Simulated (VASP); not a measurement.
**Sb: single point with PBEsol**

The system is Sb.

```
Sb
1.0
     2.17211    1.25407    3.74400
    -2.17211    1.25407    3.74400
     0.00000   -2.50813    3.74400
Sb
2
Cartesian
  0.0000 0.0000 2.6242
  0.0000 0.0000 8.6078
```

This cell differs from its parent crystal: equal xx and yy strain of +1 %.

- Program: VASP 6.6.1
- Task: single point
- Functional: PBEsol
- Potentials or basis: VASP PAW PBE potentials, release 64 (Sb)
- Cutoff: 520 eV
- k mesh: 9 × 9 × 9
- Occupations: fermi-dirac, width 0.05 eV
- Spin: no spin polarisation

- Pressure: -0.6 GPa
- Largest force: 0.109 eV/Å
- Band gap on the k mesh: 0.12 eV, indirect (least direct gap 0.48 eV)

Forces in eV/Å, atoms in the order of the input:
```
Sb   0.000  0.000  0.109
Sb   0.000  0.000 -0.109
```

Levels at points of the mesh, in eV from the valence-band top:
| k point | band 1 | band 2 | band 3 | band 4 | band 5 | band 6 | band 7 | band 8 | band 9 | band 10 |
| --- | --- | --- | --- | --- | --- | --- | --- | --- | --- | --- |
| (0.00, 0.00, 0.00) | -12.50 | -4.74 | -1.82 | -1.68 | -1.68 | 2.19 | 2.81 | 2.81 | 5.15 | 5.15 |

Run time: 25 s on 1 thread of Intel(R) Xeon(R) Platinum 8488C (Sapphire Rapids) (shared host), peak memory 0.21 GiB.

Caveat: the cell differs from its parent crystal (equal xx and yy strain of +1 %); the PAW data sets were made with another functional, which shifts forces and pressure a little; spin-orbit coupling is left out, which moves the levels of the heavy elements. A k mesh can miss the band edges.
